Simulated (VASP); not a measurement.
## InAg2F5: single point with PBE

InAg2F5:

```
In Ag F
1.0
     4.57538    0.00000    0.00000
    -2.28769    3.96240    0.00000
     0.00000    0.00000    6.49650
In Ag F
1 2 5
Cartesian
  0.0000 0.0000 3.2482
  0.0000 2.6416 0.0000
  2.2877 1.3208 0.0000
  0.0000 2.6416 4.4551
  2.2877 1.3208 4.4551
  2.2877 1.3208 2.0414
  0.0000 2.6416 2.0414
  0.0000 0.0000 0.0000
```

The cell was generated, and may not be a known phase.

```json
{"Program": "VASP 6.6.1", "Task": "single point", "Functional": "PBE", "Potentials or basis": "VASP PAW PBE potentials, release 64 (In_d, Ag_sv_GW, F)", "Cutoff": "700 eV", "k mesh": "6 × 6 × 4", "Occupations": "gaussian, width 0.1 eV", "Spin": "no spin polarisation", "Dipole correction": "no", "Further INCAR settings": "ALGO = Normal; EDIFF = 1e-06; NBANDS = 53"}
```

```
Pressure               : -0.3 GPa
Largest force          : 0.020 eV/Å
Band gap on the k mesh : zero (bands 43 and 44 overlap by 0.36 eV)
```

Forces on the atoms (eV/Å):
```
In   0.000  0.000  0.000
Ag   0.000  0.000  0.000
Ag   0.000  0.000  0.000
F    0.000  0.000 -0.020
F    0.000  0.000 -0.020
F    0.000  0.000  0.020
F    0.000  0.000  0.020
F    0.000  0.000  0.000
```

Levels at points of the mesh, in eV from the Fermi level:
| k point | band 41 | band 42 | band 43 | band 44 | band 45 | band 46 |
| --- | --- | --- | --- | --- | --- | --- |
| (0.00, 0.00, 0.00) | -1.13 | -1.12 | -1.12 | -0.07 | 3.29 | 4.70 |
| (0.50, 0.00, 0.00) | -1.00 | -0.90 | -0.52 | 0.06 | 4.02 | 4.30 |
| (0.00, 0.00, 0.50) | -1.13 | -1.13 | -0.83 | 0.53 | 2.91 | 5.58 |
| (0.50, 0.00, 0.50) | -1.15 | -0.34 | -0.06 | 0.27 | 4.18 | 4.88 |

Wall time 3.7 min on 1 thread of AMD EPYC 7R43 64-Core Processor (Zen 3) (shared host), peak memory 0.38 GiB.

Caveat: semilocal functionals underestimate gaps, and a narrow one can read as zero; spin-orbit coupling is left out, which moves the levels of the heavy elements.
